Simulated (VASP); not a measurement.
# MgO in VASP: further runs

The runs below take MgO through single point, with HSE06.

Program: VASP 6.6.1. These are calculated values, not measurements. Logs are shortened: lines on timing, memory, paths and dates and some standing lists are left out, and cuts for length are marked.

## Step 1: The cell of the first run

The structure is cubic, space group Pm-3m (No. 221). The conventional cell has a = 2.518 Å, b = 2.518 Å, c = 2.518 Å, α = 90.00°, β = 90.00°, γ = 90.00°. Mg (site symmetry m-3m) has 8 O at 2.18 Å and 6 Mg at 2.52 Å within 2.9 Å. O (site symmetry m-3m) has 8 Mg at 2.18 Å and 6 O at 2.52 Å within 2.9 Å.

## Step 2: Single point, HSE06 (strain -4.0%)

Contents of POSCAR:

```
MgO
1.0
    2.5176281586      0.0000000000      0.0000000000
    0.0000000000      2.5176281586      0.0000000000
    0.0000000000      0.0000000000      2.5176281586
Mg O
1 1
Direct
    0.0000000000      0.0000000000      0.0000000000
    0.5000000000      0.5000000000      0.5000000000
```

Contents of INCAR.step1:

```
ALGO = Normal
EDIFF = 1E-5
ENCUT = 520
GGA = PE
ISIF = 2
ISMEAR = 0
LASPH = T
LCHARG = F
LREAL = F
LWAVE = T
NBANDS = 11
NELM = 100
PREC = Accurate
SIGMA = 0.01
```

Contents of INCAR.step2:

```
ALGO = Normal
EDIFF = 1E-6
ENCUT = 520
GGA = PE
HFSCREEN = 0.2079
ISIF = 2
ISMEAR = 0
ISTART = 1
LASPH = T
LCHARG = F
LHFCALC = T
LREAL = F
LWAVE = F
NBANDS = 11
NELM = 100
PREC = Accurate
PRECFOCK = Normal
SIGMA = 0.01
```

Contents of KPOINTS:

```
k-points
0
Gamma
  6 6 6
```

Potentials or basis: VASP PAW PBE potentials, release 64 (Mg, O).

Run with:

```bash
$ cat potpaw_PBE.64/Mg/POTCAR potpaw_PBE.64/O/POTCAR > POTCAR
$ cp INCAR.step1 INCAR
$ mpirun -np 1 vasp_std > vasp.out
$ cp INCAR.step2 INCAR
$ mpirun -np 1 vasp_std > vasp.out
```

OUTCAR:

```text
EDIFF = 1E-6
   ENCUT = 520
   GGA = PE
   HFSCREEN = 0.2079
   ISIF = 2
   ISMEAR = 0
   ISTART = 1
   LASPH = T
   LHFCALC = T
   LREAL = F
   NELM = 100
   PREC = Accurate
   PRECFOCK = Normal

 ion  position               nearest neighbor table
   1  0.000  0.000  0.000-   2 2.18   2 2.18   2 2.18   2 2.18   2 2.18   2 2.18   2 2.18   2 2.18

   2  0.500  0.500  0.500-   1 2.18   1 2.18   1 2.18   1 2.18   1 2.18   1 2.18   1 2.18   1 2.18

  LATTYP: Found a simple cubic cell.
 ALAT       =     2.5176281586

  Lattice vectors:

 A1 = (   2.5176281586,   0.0000000000,   0.0000000000)
 A2 = (   0.0000000000,   2.5176281586,   0.0000000000)
 A3 = (   0.0000000000,   0.0000000000,   2.5176281586)

Analysis of symmetry for initial positions (statically):
=====================================================================
 Subroutine PRICEL returns:
 Original cell was already a primitive cell.

 Routine SETGRP: Setting up the symmetry group for a
 simple cubic supercell.

 Subroutine GETGRP returns: Found 48 space group operations
 (whereof 48 operations were pure point group operations)
 out of a pool of 48 trial point group operations.

The static configuration has the point symmetry O_h .

Analysis of symmetry for dynamics (positions and initial velocities):
=====================================================================
 Subroutine PRICEL returns:
 Original cell was already a primitive cell.

 Routine SETGRP: Setting up the symmetry group for a
 simple cubic supercell.

 Subroutine GETGRP returns: Found 48 space group operations
 (whereof 48 operations were pure point group operations)
 out of a pool of 48 trial point group operations.

The dynamic configuration has the point symmetry O_h .

 Subroutine INISYM returns: Found 48 space group operations
 (whereof 48 operations are pure point group operations),
 and found     1 'primitive' translations

----------------------------------------------------------------------------------------

                                     Primitive cell

  volume of cell :      15.9579

  direct lattice vectors                    reciprocal lattice vectors
     2.517628159  0.000000000  0.000000000     0.397199243  0.000000000  0.000000000
     0.000000000  2.517628159  0.000000000     0.000000000  0.397199243  0.000000000
     0.000000000  0.000000000  2.517628159     0.000000000  0.000000000  0.397199243

  length of vectors
     2.517628159  2.517628159  2.517628159     0.397199243  0.397199243  0.397199243

  position of ions in fractional coordinates (direct lattice)
     0.000000000  0.000000000  0.000000000
     0.500000000  0.500000000  0.500000000

  ion indices of the primitive-cell ions
   primitive index   ion index
                 1           1
                 2           2

----------------------------------------------------------------------------------------

 KPOINTS: k-points

Automatic generation of k-mesh.
 Grid dimensions read from file:
 generate k-points for:    6    6    6

 Generating k-lattice:

  Cartesian coordinates                     Fractional coordinates (reciprocal lattice)
     0.066199874  0.000000000  0.000000000     0.166666667  0.000000000  0.000000000
     0.000000000  0.066199874  0.000000000     0.000000000  0.166666667  0.000000000
     0.000000000  0.000000000  0.066199874     0.000000000  0.000000000  0.166666667

  Length of vectors
     0.066199874  0.066199874  0.066199874

  Shift w.r.t. Gamma in fractional coordinates (k-lattice)
     0.000000000  0.000000000  0.000000000

 Subroutine IBZKPT returns following result:
 ===========================================

 Found     20 irreducible k-points:

 Following reciprocal coordinates:
            Coordinates               Weight
  0.000000  0.000000  0.000000      1.000000
  0.166667  0.000000  0.000000      6.000000
  0.333333  0.000000  0.000000      6.000000
  0.500000  0.000000  0.000000      3.000000
  0.166667  0.166667  0.000000     12.000000
  0.333333  0.166667  0.000000     24.000000
[... 12 lines left out ...]
  0.500000  0.500000  0.333333      6.000000
  0.500000  0.500000  0.500000      1.000000
   k-points           NKPTS =     20   k-points in BZ     NKDIM =    216   number of bands    NBANDS=     11
   number of dos      NEDOS =    301   number of ions     NIONS =      2
   total plane-waves  NPLWV =   8000
   dimension x,y,z NGX =    20 NGY =   20 NGZ =   20
   dimension x,y,z NGXF=    40 NGYF=   40 NGZF=   40
   ions per type =               1   1
   NGX,Y,Z   is equivalent  to a cutoff of  13.21, 13.21, 13.21 a.u.
   NGXF,Y,Z  is equivalent  to a cutoff of  26.41, 26.41, 26.41 a.u.
 SYSTEM =  unknown system
   PREC   = accura    normal or accurate (medium, high low for compatibility)
   ISTART =      1    job   : 0-new  1-cont  2-samecut
   ICHARG =      0    charge: 1-file 2-atom 10-const
   ISPIN  =      1    spin polarized calculation?
   LNONCOLLINEAR =      F non collinear calculations
   LSORBIT =      F    spin-orbit coupling
   LASPH  =      T    aspherical Exc in radial PAW
   ENCUT  =  520.0 eV  38.22 Ry    6.18 a.u.   4.68  4.68  4.68*2*pi/ulx,y,z
   NELM   =    100;   NELMIN=  2; NELMDL=  0     # of ELM steps
   EDIFF  = 0.1E-05   stopping-criterion for ELM
   LREAL  =      F    real-space projection
   EDIFFG = 0.1E-04   stopping-criterion for IOM
   NSW    =      0    number of steps for IOM
   IBRION =     -1    ionic relax: 0-MD 1-quasi-New 2-CG
   NFREE  =      0    steps in history (QN), initial steepest desc. (CG)
   ISIF   =      2    stress and relaxation
   ISYM   =      3    0-nonsym 1-usesym 2-fastsym
   POTIM  = 0.5000    time-step for ionic-motion
   TEBEG  =    0.0;   TEEND  =   0.0 temperature during run
   PSTRESS=    0.0 pullay stress
   NELECT =       8.0000    total number of electrons
   NUPDOWN=      -1.0000    fix difference up-down
   EMIN   =  10.00;   EMAX   =-10.00  energy-range for DOS
   EFERMI =   0.00;   METHOD = LEGACY
   ISMEAR =     0;   SIGMA  =   0.01  broadening in eV -4-tet -1-fermi 0-gaus
   EFERMI_NEDOS =   21; number of points for ismear=-14 and -15
   IALGO  =     38    algorithm
   IMIX   =      1    mixing-type and parameters
     AMIX     =   0.40;   BMIX     =  1.00
     AMIX_MAG =   1.60;   BMIX_MAG =  1.00
  volume/ion in A,a.u.               =       7.98        53.84
  Fermi-wavevector in a.u.,A,eV,Ry     =   1.300509  2.457605 23.011842  1.691323
  Thomas-Fermi vector in A             =   2.431703
   LORBIT       =      0    0 simple, 1 ext, 2 COOP (PROOUT), +10 PAW based schemes
   GGA     = PE    functional components
   LHFCALC =     T    Hartree Fock is set to
   PRECFOCK=normal    Normal, Fast or Accurate (Low or Medium for compatibility)
   ENCUT4O =  -1.0   cutoff for four orbital integrals eV
   NKREDX  =     1    reduce k-point grid by
   NKREDY  =     1    reduce k-point grid by
   NKREDZ  =     1    reduce k-point grid by
   AEXX    =    0.2500 exact exchange contribution
   HFSCREEN=    0.2079 screening length (either q_TF or 0.3 A-1)
   HFSCREENC=   0.2079 screening length for correlation (either q_TF or 0.3 A-1)
   ENCUTFOCK=  -1.0 apply spherical cutoff to Coloumb kernel
   IVDW    =     0    specifies the selected vdW correction
   LEPSILON=     F    determine dielectric tensor
   LRPA    =     F    only Hartree local field effects (RPA)
 non-spin polarized calculation
 Gauss-broadening in eV      SIGMA  =   0.01
  energy-cutoff  :      520.00
  volume of cell :       15.96
 maximum number of plane-waves:       441
 NGX is ok and might be reduce to    20
  NGX = 16; NGY = 16; NGZ = 16

 number of electron       8.0000004 magnetization

 Free energy of the ion-electron system (eV)
  ---------------------------------------------------
  ext. energy  EPLUGINS =         0.00000000
  ---------------------------------------------------
  free energy    TOTEN  =       -12.46914563 eV

  energy without entropy =      -12.46914563  energy(sigma->0) =      -12.46914563

 E-fermi :   5.2425     XC(G=0):  -9.7910

 val. band max:        5.1883125202   @ k =   0.5000   0.5000   0.0000
 cond. band min:      10.7184949647   @ k =   0.0000   0.0000   0.0000
 fundamental gap:      5.5301824446
 Fermi energy:         5.2424958508

 k-point     1 :       0.0000    0.0000    0.0000
  band No.  band energies     occupation
      1     -16.0175      2.00000
      2       3.9257      2.00000
      3       3.9257      2.00000
      4       3.9257      2.00000
      5      10.7185      0.00000
      6      17.6436      0.00000
      7      17.6436      0.00000
      8      30.2644      0.00000
      9      30.2644      0.00000
     10      30.2644      0.00000
     11      36.7586      0.00000

 k-point     2 :       0.1667    0.0000    0.0000
  band No.  band energies     occupation
      1     -15.6732      2.00000
      2       1.7848      2.00000
      3       4.0517      2.00000
      4       4.0517      2.00000
      5      12.0454      0.00000
      6      18.3044      0.00000
      7      18.6040      0.00000
      8      29.4832      0.00000
      9      29.4832      0.00000
     10      30.6655      0.00000
     11      34.6594      0.00000

 k-point     3 :       0.3333    0.0000    0.0000
  band No.  band energies     occupation
      1     -14.8730      2.00000
      2      -1.3224      2.00000
      3       4.3160      2.00000
      4       4.3160      2.00000
      5      14.0160      0.00000
      6      19.0385      0.00000
      7      20.2370      0.00000
      8      27.7416      0.00000
      9      27.7416      0.00000
     10      28.8019      0.00000
     11      33.3945      0.00000

 k-point     4 :       0.5000    0.0000    0.0000
  band No.  band energies     occupation
      1     -14.3919      2.00000
      2      -2.6775      2.00000
      3       4.4550      2.00000
      4       4.4550      2.00000
      5      15.2631      0.00000
      6      18.3428      0.00000
      7      22.4499      0.00000
      8      25.2760      0.00000
      9      26.8882      0.00000
     10      26.8882      0.00000
     11      33.0466      0.00000

 k-point     5 :       0.1667    0.1667    0.0000
  band No.  band energies     occupation
      1     -15.3456      2.00000
      2       1.7120      2.00000
      3       2.4045      2.00000
      4       4.1885      2.00000
      5      13.2410      0.00000
      6      18.6734      0.00000
      7      19.2729      0.00000
      8      27.7892      0.00000
      9      29.2092      0.00000
     10      31.2326      0.00000
     11      32.3751      0.00000
[... 155 lines left out ...]
 k-point    17 :       0.3333    0.3333    0.3333
  band No.  band energies     occupation
      1     -13.0844      2.00000
      2       0.6106      2.00000
      3       1.0452      2.00000
      4       1.0452      2.00000
      5      15.7419      0.00000
      6      17.0876      0.00000
      7      17.0876      0.00000
      8      25.4108      0.00000
      9      27.6818      0.00000
     10      27.6818      0.00000
     11      31.0297      0.00000

 k-point    18 :       0.5000    0.3333    0.3333
  band No.  band energies     occupation
      1     -12.7399      2.00000
      2      -0.1961      2.00000
      3       1.1862      2.00000
      4       1.3657      2.00000
      5      15.1035      0.00000
      6      15.9765      0.00000
      7      17.2420      0.00000
      8      26.2108      0.00000
      9      27.6372      0.00000
     10      27.8400      0.00000
     11      29.7860      0.00000

 k-point    19 :       0.5000    0.5000    0.3333
  band No.  band energies     occupation
      1     -12.4088      2.00000
      2       0.2235      2.00000
      3       0.2235      2.00000
      4       1.5913      2.00000
      5      14.1812      0.00000
      6      16.2545      0.00000
      7      16.2545      0.00000
      8      26.7673      0.00000
      9      27.8963      0.00000
     10      28.3006      0.00000
     11      28.3006      0.00000

 k-point    20 :       0.5000    0.5000    0.5000
  band No.  band energies     occupation
      1     -12.0764      2.00000
      2       0.5595      2.00000
      3       0.5595      2.00000
      4       0.5595      2.00000
      5      15.0142      0.00000
      6      15.0142      0.00000
      7      15.0142      0.00000
      8      26.2663      0.00000
      9      28.3765      0.00000
     10      28.3765      0.00000
     11      28.3765      0.00000

------------------------ aborting loop because EDIFF is reached ----------------------------------------

  FORCE on cell =-STRESS in cart. coord.  units (eV):
  Direction    XX          YY          ZZ          XY          YZ          ZX
  --------------------------------------------------------------------------------------
  -------------------------------------------------------------------------------------
  Total        2.3731141      2.3731141      2.3731141     -0.0000000     -0.0000000     -0.0000000
  in kB      238.2618089    238.2618089    238.2618089     -0.0000000     -0.0000000     -0.0000000
  external PRESSURE =     238.2618089 kB  Pullay stress =       0.0000000 kB

 VOLUME and BASIS-vectors are now :
 -----------------------------------------------------------------------------
  energy-cutoff  :      520.00
  volume of cell :       15.96
      direct lattice vectors                 reciprocal lattice vectors
     2.517628159  0.000000000  0.000000000     0.397199243  0.000000000  0.000000000
     0.000000000  2.517628159  0.000000000     0.000000000  0.397199243  0.000000000
     0.000000000  0.000000000  2.517628159     0.000000000  0.000000000  0.397199243

 POSITION                                       TOTAL-FORCE (eV/Angst)
 -----------------------------------------------------------------------------------
      0.00000      0.00000      0.00000         0.000000      0.000000      0.000000
      1.25881      1.25881      1.25881         0.000000      0.000000      0.000000
 -----------------------------------------------------------------------------------
    total drift:                               -0.000000     -0.000000     -0.000000

  FREE ENERGIE OF THE ION-ELECTRON SYSTEM (eV)
  ---------------------------------------------------
  free  energy   TOTEN  =       -12.4691456331 eV

  energy  without entropy=      -12.4691456331  energy(sigma->0) =      -12.46914563
```

It took 3.9 min on 1 thread of Intel Xeon Platinum 8488C (Sapphire Rapids), shared host; peak memory 0.23 GiB.

What came out:

```yaml
Free_energy: -12.4691 eV
Pressure: 23.8 GPa
Band_gap_on_the_k_mesh: 5.53 eV (least direct gap 6.79 eV)
```

Caveat: the cell differs from its parent crystal (strain -4.0%); the cell stands under pressure; the structure was generated, so it needn't be the stable form of MgO; the PAW data sets were made with another functional, which shifts forces and pressure a little. A k mesh can miss the band edges.

(Part 1 of 2 ends here.)
